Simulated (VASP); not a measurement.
Set up this calculation in VASP 6.6.1, as the native input.

* Task: single point
* Functional: PBEsol
* Potentials or basis: VASP PAW PBE potentials, release 64 (Ni, Ge_d)
* Cutoff: 520 eV
* k mesh: 8 × 10 × 6
* Occupations: gaussian, width 0.1 eV
* Spin: no spin polarisation
* Dipole correction: no
* Further INCAR settings: ALGO = Normal; EDIFF = 1e-06; NBANDS = 58

The structure of NiGe lies in POSCAR:

```
NiGe
1.0
    5.2647890509      0.0000000000      0.0000000000
    0.0000000000      3.4132179360      0.0000000000
    0.0000000000      0.0000000000      5.6598188452
Ni Ge
4 4
Direct
    0.9915543867      0.7500000000      0.1871429651
    0.0084456133      0.2500000000      0.8128570349
    0.5084456133      0.2500000000      0.6871429651
    0.4915543867      0.7500000000      0.3128570349
    0.8135527664      0.7500000000      0.5892228324
    0.1864472336      0.2500000000      0.4107771676
    0.6864472336      0.2500000000      0.0892228324
    0.3135527664      0.7500000000      0.9107771676
```

One way to write it, as run:

INCAR

```
SYSTEM = NiGe
PREC = Accurate ; ENCUT = 520
EDIFF = 1E-6 ; ISMEAR = 0
SIGMA = 0.1 ; LREAL = .False.
LASPH = .True. ; NELM = 80
ALGO = Normal ; ISIF = 2
LWAVE = .False. ; LCHARG = .False.
GGA = PS ; NBANDS = 58
```

KPOINTS

```
Automatic mesh
0
Gamma
  8 10 6
  0 0 0
```

Potentials or basis: VASP PAW PBE potentials, release 64 (Ni, Ge_d).

The run is started by

```console
$ cat potpaw_PBE.64/Ni/POTCAR potpaw_PBE.64/Ge_d/POTCAR > POTCAR
$ mpirun -np 1 vasp_std > vasp.out
```

Results of the run:

* Pressure: 5.2 GPa
* Largest force: 0.005 eV/Å
* Band gap on the k mesh: zero (bands 48 and 49 overlap by 1.65 eV)

Caveat: the cell stands under pressure; the PAW data sets were made with another functional, which shifts forces and pressure a little.

It took 20 min on 1 thread of Intel Xeon 8259CL, on a shared host, peak memory 0.59 GiB.
